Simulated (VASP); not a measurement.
# KF (Fm-3m) in VASP: a series of runs

KF is run at these levels: PBE; tasks: relaxation of cell and atoms, single point.

All numbers are computed with VASP 6.6.1; they aren't measurements. Logs are shortened: lines on timing, memory, paths and dates and some standing lists are left out, and cuts for length are marked.

### Step 1. The cell of the first run

Symmetry: Fm-3m, No. 225, cubic system. The conventional cell has a = 5.379 Å, b = 5.379 Å, c = 5.379 Å, α = 90.00°, β = 90.00°, γ = 90.00°. Within 3.5 Å of K (site symmetry m-3m) lie 6 F at 2.69 Å. F (site symmetry m-3m) has 6 K at 2.69 Å within 3.5 Å.

The cell was built from a structure type or drawn by symmetry, and may not be a known phase.

### Step 2. Relaxation of cell and atoms, PBE

INCAR reads:

```
PREC = Accurate
ENCUT = 600
EDIFF = 1E-7
ISMEAR = 0
SIGMA = 0.15
LREAL = F
LASPH = T
NELM = 100
ALGO = Normal
ISIF = 3
LWAVE = F
LCHARG = F
GGA = PE
IBRION = 2
NSW = 36
EDIFFG = -0.08
```

KPOINTS reads:

```
regular mesh
0
Gamma
  5 5 5
```

POSCAR reads:

```
KF
1.0
    0.0000000000      2.6896053000      2.6896053000
    2.6896053000      0.0000000000      2.6896053000
    2.6896053000      2.6896053000      0.0000000000
K F
1 1
Direct
    0.0000000000      0.0000000000      0.0000000000
    0.5000000000      0.5000000000      0.5000000000
```

Potentials or basis: VASP PAW PBE potentials, release 64 (K_sv, F).

On the command line:

```
> cat potpaw_PBE.64/K_sv/POTCAR potpaw_PBE.64/F/POTCAR > POTCAR
> mpirun -np 1 vasp_std > vasp.out
```

OUTCAR:

```text
PREC = Accurate
   ENCUT = 600
   EDIFF = 1E-7
   ISMEAR = 0
   LREAL = F
   LASPH = T
   NELM = 100
   ISIF = 3
   GGA = PE
   IBRION = 2
   NSW = 36
   EDIFFG = -0.08

 ion  position               nearest neighbor table
   1  0.000  0.000  0.000-   2 2.69   2 2.69   2 2.69   2 2.69   2 2.69   2 2.69
   2  0.500  0.500  0.500-   1 2.69   1 2.69   1 2.69   1 2.69   1 2.69   1 2.69

  LATTYP: Found a face centered cubic cell.
 ALAT       =     5.3792106000

  Lattice vectors:

 A1 = (   0.0000000000,   2.6896053000,   2.6896053000)
 A2 = (   2.6896053000,   0.0000000000,   2.6896053000)
 A3 = (   2.6896053000,   2.6896053000,   0.0000000000)

Analysis of symmetry for initial positions (statically):
=====================================================================
 Subroutine PRICEL returns:
 Original cell was already a primitive cell.

 Routine SETGRP: Setting up the symmetry group for a
 face centered cubic supercell.

 Subroutine GETGRP returns: Found 48 space group operations
 (whereof 48 operations were pure point group operations)
 out of a pool of 48 trial point group operations.

The static configuration has the point symmetry O_h .

Analysis of symmetry for dynamics (positions and initial velocities):
=====================================================================
 Subroutine PRICEL returns:
 Original cell was already a primitive cell.

 Routine SETGRP: Setting up the symmetry group for a
 face centered cubic supercell.

 Subroutine GETGRP returns: Found 48 space group operations
 (whereof 48 operations were pure point group operations)
 out of a pool of 48 trial point group operations.

The dynamic configuration has the point symmetry O_h .

 Subroutine INISYM returns: Found 48 space group operations
 (whereof 48 operations are pure point group operations),
 and found     1 'primitive' translations

----------------------------------------------------------------------------------------

                                     Primitive cell

  volume of cell :      38.9131

  direct lattice vectors                    reciprocal lattice vectors
     0.000000000  2.689605300  2.689605300    -0.185900883  0.185900883  0.185900883
     2.689605300  0.000000000  2.689605300     0.185900883 -0.185900883  0.185900883
     2.689605300  2.689605300  0.000000000     0.185900883  0.185900883 -0.185900883

  length of vectors
     3.803676293  3.803676293  3.803676293     0.321989774  0.321989774  0.321989774

  position of ions in fractional coordinates (direct lattice)
     0.000000000  0.000000000  0.000000000
     0.500000000  0.500000000  0.500000000

  ion indices of the primitive-cell ions
   primitive index   ion index
                 1           1
                 2           2

----------------------------------------------------------------------------------------

 KPOINTS: regular mesh

Automatic generation of k-mesh.
 Grid dimensions read from file:
 generate k-points for:    5    5    5

 Generating k-lattice:

  Cartesian coordinates                     Fractional coordinates (reciprocal lattice)
    -0.037180177  0.037180177  0.037180177     0.200000000  0.000000000  0.000000000
     0.037180177 -0.037180177  0.037180177     0.000000000  0.200000000  0.000000000
     0.037180177  0.037180177 -0.037180177     0.000000000  0.000000000  0.200000000

  Length of vectors
     0.064397955  0.064397955  0.064397955

  Shift w.r.t. Gamma in fractional coordinates (k-lattice)
     0.000000000  0.000000000  0.000000000

 Subroutine IBZKPT returns following result:
 ===========================================

 Found     10 irreducible k-points:

 Following reciprocal coordinates:
            Coordinates               Weight
  0.000000  0.000000  0.000000      1.000000
  0.200000  0.000000  0.000000      8.000000
  0.400000  0.000000  0.000000      8.000000
  0.200000  0.200000  0.000000      6.000000
  0.400000  0.200000  0.000000     24.000000
 -0.400000  0.200000  0.000000     24.000000
 -0.200000  0.200000  0.000000     12.000000
  0.400000  0.400000  0.000000      6.000000
 -0.400000  0.400000  0.000000     12.000000
 -0.400000  0.400000  0.200000     24.000000
   k-points           NKPTS =     10   k-points in BZ     NKDIM =     10   number of bands    NBANDS=     12
   number of dos      NEDOS =    301   number of ions     NIONS =      2
   total plane-waves  NPLWV =  27000
   dimension x,y,z NGX =    30 NGY =   30 NGZ =   30
   dimension x,y,z NGXF=    60 NGYF=   60 NGZF=   60
   ions per type =               1   1
   NGX,Y,Z   is equivalent  to a cutoff of  13.11, 13.11, 13.11 a.u.
   NGXF,Y,Z  is equivalent  to a cutoff of  26.22, 26.22, 26.22 a.u.
 SYSTEM =  unknown system
   PREC   = accura    normal or accurate (medium, high low for compatibility)
   ISTART =      0    job   : 0-new  1-cont  2-samecut
   ICHARG =      2    charge: 1-file 2-atom 10-const
   ISPIN  =      1    spin polarized calculation?
   LNONCOLLINEAR =      F non collinear calculations
   LSORBIT =      F    spin-orbit coupling
   LASPH  =      T    aspherical Exc in radial PAW
   ENCUT  =  600.0 eV  44.10 Ry    6.64 a.u.   7.60  7.60  7.60*2*pi/ulx,y,z
   NELM   =    100;   NELMIN=  2; NELMDL= -5     # of ELM steps
   EDIFF  = 0.1E-06   stopping-criterion for ELM
   LREAL  =      F    real-space projection
   EDIFFG = -.8E-01   stopping-criterion for IOM
   NSW    =     36    number of steps for IOM
   IBRION =      2    ionic relax: 0-MD 1-quasi-New 2-CG
   NFREE  =      1    steps in history (QN), initial steepest desc. (CG)
   ISIF   =      3    stress and relaxation
   ISYM   =      2    0-nonsym 1-usesym 2-fastsym
   POTIM  = 0.5000    time-step for ionic-motion
   TEBEG  =    0.0;   TEEND  =   0.0 temperature during run
   PSTRESS=    0.0 pullay stress
   NELECT =      16.0000    total number of electrons
   NUPDOWN=      -1.0000    fix difference up-down
   EMIN   =  10.00;   EMAX   =-10.00  energy-range for DOS
   EFERMI =   0.00;   METHOD = LEGACY
   ISMEAR =     0;   SIGMA  =   0.15  broadening in eV -4-tet -1-fermi 0-gaus
   EFERMI_NEDOS =   21; number of points for ismear=-14 and -15
   IALGO  =     38    algorithm
   IMIX   =      4    mixing-type and parameters
     AMIX     =   0.40;   BMIX     =  1.00
     AMIX_MAG =   1.60;   BMIX_MAG =  1.00
  volume/ion in A,a.u.               =      19.46       131.30
  Fermi-wavevector in a.u.,A,eV,Ry     =   1.217352  2.300462 20.163107  1.481947
  Thomas-Fermi vector in A             =   2.352676
   LORBIT       =      0    0 simple, 1 ext, 2 COOP (PROOUT), +10 PAW based schemes
   GGA     = PE    functional components
   LHFCALC =     F    Hartree Fock is set to
   AEXX    =    0.0000 exact exchange contribution
   IVDW    =     0    specifies the selected vdW correction
   LEPSILON=     F    determine dielectric tensor
   LRPA    =     F    only Hartree local field effects (RPA)
 conjugate gradient relaxation of ions
 non-spin polarized calculation
 Gauss-broadening in eV      SIGMA  =   0.15
  energy-cutoff  :      600.00
  volume of cell :       38.91
 maximum number of plane-waves:      1315
 NGX is ok and might be reduce to    30
   NGX = 15   NGY = 15   NGZ = 15

--------------------------------------- Ionic step        1  -------------------------------------------

 number of electron      15.9999992 magnetization

 Free energy of the ion-electron system (eV)
  ---------------------------------------------------
  ext. energy  EPLUGINS =         0.00000000
  ---------------------------------------------------
  free energy    TOTEN  =        -8.29787889 eV

  energy without entropy =       -8.29787889  energy(sigma->0) =       -8.29787889

------------------------ aborting loop because EDIFF is reached ----------------------------------------

  FORCE on cell =-STRESS in cart. coord.  units (eV):
  Direction    XX          YY          ZZ          XY          YZ          ZX
  --------------------------------------------------------------------------------------
  -------------------------------------------------------------------------------------
  Total        0.1693887      0.1693887      0.1693887      0.0000000      0.0000000     -0.0000000
  in kB        6.9742792      6.9742792      6.9742792      0.0000000      0.0000000     -0.0000000
  external PRESSURE =       6.9742792 kB  Pullay stress =       0.0000000 kB

 VOLUME and BASIS-vectors are now :
 -----------------------------------------------------------------------------
  energy-cutoff  :      600.00
  volume of cell :       38.91
      direct lattice vectors                 reciprocal lattice vectors
     0.000000000  2.689605300  2.689605300    -0.185900883  0.185900883  0.185900883
     2.689605300  0.000000000  2.689605300     0.185900883 -0.185900883  0.185900883
     2.689605300  2.689605300  0.000000000     0.185900883  0.185900883 -0.185900883

 POSITION                                       TOTAL-FORCE (eV/Angst)
 -----------------------------------------------------------------------------------
      0.00000      0.00000      0.00000        -0.000000     -0.000000     -0.000000
      2.68961      2.68961      2.68961         0.000000      0.000000      0.000000
 -----------------------------------------------------------------------------------
    total drift:                                0.000000      0.000000      0.000000

  FREE ENERGIE OF THE ION-ELECTRON SYSTEM (eV)
  ---------------------------------------------------
  free  energy   TOTEN  =        -8.2978788899 eV

  energy  without entropy=       -8.2978788899  energy(sigma->0) =       -8.29787889

--------------------------------------- Ionic step        2  -------------------------------------------

 number of electron      15.9999992 magnetization

 Free energy of the ion-electron system (eV)
  ---------------------------------------------------
  ext. energy  EPLUGINS =         0.00000000
  ---------------------------------------------------
  free energy    TOTEN  =        -8.29940030 eV

  energy without entropy =       -8.29940030  energy(sigma->0) =       -8.29940030

 E-fermi :  -2.1614     XC(G=0):  -8.2591

 val. band max:       -2.8896013582   @ k =   0.0000   0.0000   0.0000
 cond. band min:       3.1126925319   @ k =   0.0000   0.0000   0.0000
 fundamental gap:      6.0022938902
 Fermi energy:        -2.1613572846

 k-point     1 :       0.0000    0.0000    0.0000
  band No.  band energies     occupation
      1     -29.1161      2.00000
      2     -21.5296      2.00000
      3     -12.3892      2.00000
      4     -12.3892      2.00000
      5     -12.3892      2.00000
      6      -2.8896      2.00000
      7      -2.8896      2.00000
      8      -2.8896      2.00000
      9       3.1127      0.00000
     10       7.7007      0.00000
     11       7.7007      0.00000
     12       7.7007      0.00000

 k-point     2 :       0.2000    0.0000    0.0000
  band No.  band energies     occupation
      1     -29.0883      2.00000
      2     -21.5542      2.00000
      3     -12.4789      2.00000
      4     -12.4014      2.00000
      5     -12.4014      2.00000
      6      -3.1891      2.00000
      7      -3.0035      2.00000
      8      -3.0035      2.00000
      9       4.1196      0.00000
     10       7.2186      0.00000
     11       8.1843      0.00000
     12       8.1843      0.00000
[... 91 lines left out ...]
 k-point     9 :      -0.4000    0.4000    0.0000
  band No.  band energies     occupation
      1     -29.0159      2.00000
      2     -21.5538      2.00000
      3     -12.8338      2.00000
      4     -12.5947      2.00000
      5     -12.5416      2.00000
      6      -3.1368      2.00000
      7      -3.1034      2.00000
      8      -3.0392      2.00000
      9       5.7686      0.00000
     10       7.7654      0.00000
     11       7.9230      0.00000
     12      10.5360      0.00000

 k-point    10 :      -0.4000    0.4000    0.2000
  band No.  band energies     occupation
      1     -29.0200      2.00000
      2     -21.5653      2.00000
      3     -12.7240      2.00000
      4     -12.6664      2.00000
      5     -12.4732      2.00000
      6      -3.3008      2.00000
      7      -3.1334      2.00000
      8      -3.0321      2.00000
      9       6.3658      0.00000
     10       6.8556      0.00000
     11       8.3038      0.00000
     12      10.3742      0.00000

------------------------ aborting loop because EDIFF is reached ----------------------------------------

  FORCE on cell =-STRESS in cart. coord.  units (eV):
  Direction    XX          YY          ZZ          XY          YZ          ZX
  --------------------------------------------------------------------------------------
  -------------------------------------------------------------------------------------
  Total        0.0782902      0.0782902      0.0782902     -0.0000000      0.0000000      0.0000000
  in kB        3.1842684      3.1842684      3.1842684     -0.0000000      0.0000000      0.0000000
  external PRESSURE =       3.1842684 kB  Pullay stress =       0.0000000 kB

 VOLUME and BASIS-vectors are now :
 -----------------------------------------------------------------------------
  energy-cutoff  :      600.00
  volume of cell :       39.39
      direct lattice vectors                 reciprocal lattice vectors
     0.000000000  2.700594704  2.700594704    -0.185144405  0.185144405  0.185144405
     2.700594704  0.000000000  2.700594704     0.185144405 -0.185144405  0.185144405
     2.700594704  2.700594704 -0.000000000     0.185144405  0.185144405 -0.185144405

 POSITION                                       TOTAL-FORCE (eV/Angst)
 -----------------------------------------------------------------------------------
      5.40119      5.40119      5.40119        -0.000000     -0.000000      0.000000
      2.70059      2.70059      2.70059         0.000000      0.000000     -0.000000
 -----------------------------------------------------------------------------------
    total drift:                                0.000000      0.000000      0.000000

  FREE ENERGIE OF THE ION-ELECTRON SYSTEM (eV)
  ---------------------------------------------------
  free  energy   TOTEN  =        -8.2994002965 eV

  energy  without entropy=       -8.2994002965  energy(sigma->0) =       -8.29940030

 reached required accuracy - stopping structural energy minimisation
```

Wall time 7.7 s (1 thread of AMD EPYC 9R45 (Zen 5), shared host); peak memory 0.14 GiB.

What came out:

* Free energy: -8.2994 eV
* Relaxed volume: 19.70 Å³/atom
* Relaxed cell: a = 3.819 Å, b = 3.819 Å, c = 3.819 Å, α = 60.00°, β = 60.00°, γ = 60.00°
* Space group after relaxing (to 0.1 Å): Fm-3m (No. 225)
* Energy gained by relaxing: 0.8 meV/atom
* Ionic steps: 2
* Pressure after relaxing: 0.3 GPa
* Band gap on the k mesh: 6.00 eV

The path:
```csv
step,energy change (eV),largest force (eV/Å),pressure (GPa),volume (Å³)
1,0.0000,0.0000,0.70,38.91
2,-0.0015,0.0000,0.32,39.39
```

Final structure:
```
K F
1.0
     0.00000    2.70059    2.70059
     2.70059    0.00000    2.70059
     2.70059    2.70059    0.00000
K F
1 1
Direct
  0.00000 0.00000 0.00000
  0.50000 0.50000 0.50000
```

Levels at points of the mesh, in eV from the valence-band top:
| k point | band 4 | band 5 | band 6 | band 7 | band 8 | band 9 | band 10 | band 11 | band 12 |
| --- | --- | --- | --- | --- | --- | --- | --- | --- | --- |
| (0.00, 0.00, 0.00) | -9.50 | -9.50 | 0.00 | 0.00 | 0.00 | 6.00 | 10.59 | 10.59 | 10.59 |

(Part 1 of 2 ends here.)
